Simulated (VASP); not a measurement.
# Au (P2_1/m) in VASP: notebook, part 2 of 2

VASP 6.6.1.

### Step 3. Single point, PBE (atoms displaced along a vibrational mode)

Input file INCAR:

```
PREC = Accurate
ENCUT = 500
EDIFF = 1E-6
ISMEAR = 0
SIGMA = 0.15
LREAL = F
LASPH = T
NELM = 120
ALGO = Normal
ISIF = 2
LWAVE = F
LCHARG = F
GGA = PE
NBANDS = 18
GGA_COMPAT = F
```

Input file KPOINTS:

```
regular mesh
0
Gamma
  18 18 10
```

Input file POSCAR:

```
Au
1.0
    2.9169619367      0.0000000000      0.0000000000
   -1.4584809683      2.5261631390      0.0000000000
    0.0000000000      0.0000000000      4.8900308251
Au
2
Direct
    0.1468993247      0.5831407864      0.7500000000
    0.8531006753      0.4168592136      0.2500000000
```

Potentials or basis: VASP PAW PBE potentials, release 64 (Au).

Command:

```
$ cat potpaw_PBE.64/Au/POTCAR > POTCAR
$ mpirun -np 1 vasp_std > vasp.out
```

OUTCAR:

```text
PREC = Accurate
   ENCUT = 500
   EDIFF = 1E-6
   ISMEAR = 0
   LREAL = F
   LASPH = T
   NELM = 120
   ISIF = 2
   GGA = PE

 ion  position               nearest neighbor table
   1  0.147  0.583  0.750-   2 2.56   2 2.56   2 3.34   2 3.34   2 3.38   2 3.38
   2  0.853  0.417  0.250-   1 2.56   1 2.56   1 3.34   1 3.34   1 3.38   1 3.38

  LATTYP: Found a hexagonal cell.
 ALAT       =     2.9169619367
 C/A-ratio  =     1.6764122848

  Lattice vectors:

 A1 = (   2.9169619367,   0.0000000000,   0.0000000000)
 A2 = (  -1.4584809683,   2.5261631390,   0.0000000000)
 A3 = (   0.0000000000,   0.0000000000,   4.8900308251)

Analysis of symmetry for initial positions (statically):
=====================================================================
 Subroutine PRICEL returns:
 Original cell was already a primitive cell.

 Routine SETGRP: Setting up the symmetry group for a
 hexagonal supercell.

 Subroutine GETGRP returns: Found  4 space group operations
 (whereof  2 operations were pure point group operations)
 out of a pool of 24 trial point group operations.

The static configuration has the point symmetry S_2 .
 The point group associated with its full space group is C_2h.

Analysis of symmetry for dynamics (positions and initial velocities):
=====================================================================
 Subroutine PRICEL returns:
 Original cell was already a primitive cell.

 Routine SETGRP: Setting up the symmetry group for a
 hexagonal supercell.

 Subroutine GETGRP returns: Found  4 space group operations
 (whereof  2 operations were pure point group operations)
 out of a pool of 24 trial point group operations.

The dynamic configuration has the point symmetry S_2 .
 The point group associated with its full space group is C_2h.

 Subroutine INISYM returns: Found  4 space group operations
 (whereof  2 operations are pure point group operations),
 and found     1 'primitive' translations

[... 111 lines left out ...]
   IALGO  =     38    algorithm
   IMIX   =      4    mixing-type and parameters
     AMIX     =   0.40;   BMIX     =  1.00
     AMIX_MAG =   1.60;   BMIX_MAG =  1.00
  volume/ion in A,a.u.               =      18.02       121.58
  Fermi-wavevector in a.u.,A,eV,Ry     =   1.388826  2.624500 26.243426  1.928837
  Thomas-Fermi vector in A             =   2.512915
   LORBIT       =      0    0 simple, 1 ext, 2 COOP (PROOUT), +10 PAW based schemes
   GGA     = PE    functional components
   LHFCALC =     F    Hartree Fock is set to
   AEXX    =    0.0000 exact exchange contribution
   IVDW    =     0    specifies the selected vdW correction
   LEPSILON=     F    determine dielectric tensor
   LRPA    =     F    only Hartree local field effects (RPA)
 non-spin polarized calculation
 Gauss-broadening in eV      SIGMA  =   0.15
  energy-cutoff  :      500.00
  volume of cell :       36.03
 maximum number of plane-waves:       930
 NGX is ok and might be reduce to    24
   NGX = 11   NGY = 11   NGZ = 17

 number of electron      21.9999998 magnetization

 Free energy of the ion-electron system (eV)
  ---------------------------------------------------
  ext. energy  EPLUGINS =         0.00000000
  ---------------------------------------------------
  free energy    TOTEN  =        -5.97579999 eV

  energy without entropy =       -5.96743675  energy(sigma->0) =       -5.97161837

 E-fermi :   8.5133     XC(G=0): -12.3370

 val. band max:        8.5096143762   @ k =   0.2778  -0.0000   0.3000
 cond. band min:       8.5195667434   @ k =   0.2778   0.2222   0.2000
 fundamental gap:      0.0099523672
 Fermi energy:         8.5133148415

 k-point     1 :       0.0000    0.0000    0.0000
  band No.  band energies     occupation
      1      -0.7118      2.00000
      2       2.0947      2.00000
      3       2.5154      2.00000
      4       4.2328      2.00000
      5       4.4447      2.00000
      6       4.4697      2.00000
[... 481 lines left out ...]
      5       4.9116      2.00000
      6       5.0813      2.00000
[... 10 lines left out ...]
     17      21.6653      0.00000
     18      22.1356      0.00000

 [... further k-points ...]

------------------------ aborting loop because EDIFF is reached ----------------------------------------

  FORCE on cell =-STRESS in cart. coord.  units (eV):
  Direction    XX          YY          ZZ          XY          YZ          ZX
  --------------------------------------------------------------------------------------
  -------------------------------------------------------------------------------------
  Total       -0.1216214     -0.2839845      7.2663010      0.2088728      0.0000000      0.0000000
  in kB       -5.4077548    -12.6270368    323.0875427      9.2872820      0.0000000      0.0000000
  external PRESSURE =     101.6842504 kB  Pullay stress =       0.0000000 kB

 VOLUME and BASIS-vectors are now :
 -----------------------------------------------------------------------------
  energy-cutoff  :      500.00
  volume of cell :       36.03
      direct lattice vectors                 reciprocal lattice vectors
     2.916961937  0.000000000  0.000000000     0.342822437  0.197928626  0.000000000
    -1.458480968  2.526163139  0.000000000     0.000000000  0.395857253  0.000000000
     0.000000000  0.000000000  4.890030825     0.000000000  0.000000000  0.204497688

 POSITION                                       TOTAL-FORCE (eV/Angst)
 -----------------------------------------------------------------------------------
     -0.42200      1.47311      3.66752         0.818625      0.567129      0.000000
      1.88048      1.05305      1.22251        -0.818625     -0.567129     -0.000000
 -----------------------------------------------------------------------------------
    total drift:                                0.000000      0.000000     -0.000000

  FREE ENERGIE OF THE ION-ELECTRON SYSTEM (eV)
  ---------------------------------------------------
  free  energy   TOTEN  =        -5.9757999881 eV

  energy  without entropy=       -5.9674367481  energy(sigma->0) =       -5.97161837
```

Wall time 2.1 min (1 thread of Intel Xeon 6975P-C (Granite Rapids), shared host); peak memory 0.56 GiB.

What came out:

| Property | Result |
| --- | --- |
| Free energy | -5.9758 eV |
| Pressure | 10.2 GPa |
| Largest force | 0.996 eV/Å |
| Band gap on the k mesh | zero (bands 11 and 12 overlap by 4.96 eV) |

Forces on the atoms (eV/Å):
```
Au   0.819  0.567  0.000
Au  -0.819 -0.567  0.000
```

Stress tensor (GPa, compression positive):
```
-0.54  0.93  0.00
 0.93 -1.26  0.00
 0.00  0.00 32.31
```

Caveat: the cell differs from its parent crystal (atoms displaced along a vibrational mode); the cell stands under pressure; spin-orbit coupling is left out, which moves the levels of the heavy elements.
